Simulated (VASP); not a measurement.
NaCuH4, 12 atoms in the cell. The typed cell holds 12 atoms: a = 4.077 Å, b = 4.114 Å, c = 9.960 Å, α = 89.05°, β = 89.07°, γ = 83.76°. 

```yaml
Program: VASP 6.6.1
Task: single point
Functional: PBE
Potentials_or_basis: VASP PAW PBE potentials, release 64 (Na_pv, Cu, H)
Cutoff: 520 eV
k_mesh: 4 × 4 × 2
Occupations: gaussian, width 0.1 eV
Spin: no spin polarisation
Dipole_correction: no
Further_INCAR_settings: ALGO = Normal; EDIFF = 1e-06; NBANDS = 34
```

Potentials or basis: VASP PAW PBE potentials, release 64 (Na_pv, Cu, H).

The run is started by

```sh
$ cat potpaw_PBE.64/Na_pv/POTCAR potpaw_PBE.64/Cu/POTCAR potpaw_PBE.64/H/POTCAR > POTCAR
$ mpirun -np 1 vasp_std > vasp.out
```

Hardware: 1 thread of Intel(R) Xeon(R) 6975P-C (Granite Rapids) (shared host).

Question: Estimate the wall time of this run.

Answer: Run time: 69 s on 1 thread of Intel(R) Xeon(R) 6975P-C (Granite Rapids) (shared host), peak memory 0.31 GiB. Counts: scf iterations 15, k points 20.
